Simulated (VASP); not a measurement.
# SrErAs3: single point with PBE

SrErAs3:

```
CELL_PARAMETERS angstrom
5.20622 0.00000 0.00000
0.00000 5.20622 0.00000
0.00000 0.00000 5.20622
ATOMIC_POSITIONS crystal
Sr 0.00000 0.00000 0.00000
Er 0.50000 0.50000 0.50000
As 0.50000 0.00000 0.00000
As 0.00000 0.50000 0.00000
As 0.00000 0.00000 0.50000
```

The cell was built from a structure type or drawn by symmetry, and may not be a known phase.

- Program: VASP 6.6.1
- Task: single point
- Functional: PBE
- Potentials or basis: VASP PAW PBE potentials, release 64 (Sr_sv, Er_3, As), 4f in core
- Cutoff: 500 eV
- k mesh: 4 × 4 × 4
- Occupations: gaussian, width 0.1 eV
- Spin: no spin polarisation
- Dipole correction: no
- Mended: yes
- Further INCAR settings: ALGO = Normal; EDIFF = 1e-06; NBANDS = 25

```
Pressure               : 5.0 GPa
Band gap on the k mesh : zero (bands 17 and 18 overlap by 0.24 eV)
```

Levels at points of the mesh, in eV from the Fermi level:
```
           k point  band 13  band 14  band 15  band 16  band 17  band 18  band 19  band 20  band 21  band 22
(0.00, 0.00, 0.00)    -2.05    -0.28    -0.28    -0.28     0.14     0.87     0.87     0.98     0.98     0.98
(0.50, 0.00, 0.00)    -1.83    -1.83    -1.74    -1.74    -1.67     1.24     1.24     1.35     1.77     2.92
(0.50, 0.50, 0.00)    -2.05    -2.05    -1.56    -1.48    -1.48     0.45     0.74     1.30     1.92     2.90
(0.50, 0.50, 0.50)    -3.55    -3.15    -1.53    -1.53    -0.21     1.36     1.36     1.36     1.60     1.60
```

Wall time 34 s on 1 thread of Intel(R) Xeon(R) 6975P-C (Granite Rapids), on a shared host, peak memory 0.25 GiB.

Caveat: the cell stands under pressure; spin-orbit coupling is left out, which moves the levels of the heavy elements; the 4f electrons are frozen in the core, so they carry no moment and show no levels. Spin polarisation is off, so any magnetic state and its effect on volume and gap are missing.
